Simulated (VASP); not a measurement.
A run of VASP 6.6.1 is set up as follows.

The input POSCAR:

```
Bi
1.0
    0.0000000000      2.5348230000      2.5348230000
    2.5348230000      0.0000000000      2.5348230000
    2.5348230000      2.5348230000      0.0000000000
Bi
1
Direct
    0.0000000000      0.0000000000      0.0000000000
```

Contents of INCAR.step1:

```
SYSTEM = Bi
ALGO = Normal
EDIFF = 1E-5
ENCUT = 550
GGA = PE
GGA_COMPAT = .False.
ISMEAR = 0
ISYM = 0
LASPH = .True.
LCHARG = .False.
LREAL = .False.
LWAVE = .True.
NBANDS = 14
NELM = 120
PREC = Accurate
SIGMA = 0.1888
```

The input INCAR.step2:

```
SYSTEM = Bi
ALGO = Normal
EDIFF = 1E-6
ENCUT = 550
GGA_COMPAT = .False.
ISIF = 2
ISMEAR = 0
ISTART = 1
ISYM = 0
LASPH = .True.
LCHARG = .True.
LELF = .True.
LMIXTAU = .True.
LREAL = .False.
LVHAR = .True.
LWAVE = .False.
METAGGA = R2SCAN
NBANDS = 14
NELM = 120
PREC = Accurate
SIGMA = 0.1888
```

KPOINTS

```
Automatic mesh
0
Gamma
  6 6 6
  0.5 0.5 0.5
```

Potentials or basis: VASP PAW PBE potentials, release 64 (Bi_d).

Command:

```console
$ cat potpaw_PBE.64/Bi_d/POTCAR > POTCAR
$ cp INCAR.step1 INCAR
$ mpirun -np 1 vasp_std > vasp.out
$ cp INCAR.step2 INCAR
$ mpirun -np 1 vasp_std > vasp.out
```

Problem. Estimate the pressure.

Solution. -2.4 GPa.

Problem. Estimate the band gap on the k mesh.

Solution. Zero (an odd number of electrons rules out a gap without spin polarisation).

Caveat: the PAW data sets were made with another functional, which shifts forces and pressure a little; spin-orbit coupling is left out, which moves the levels of the heavy elements.
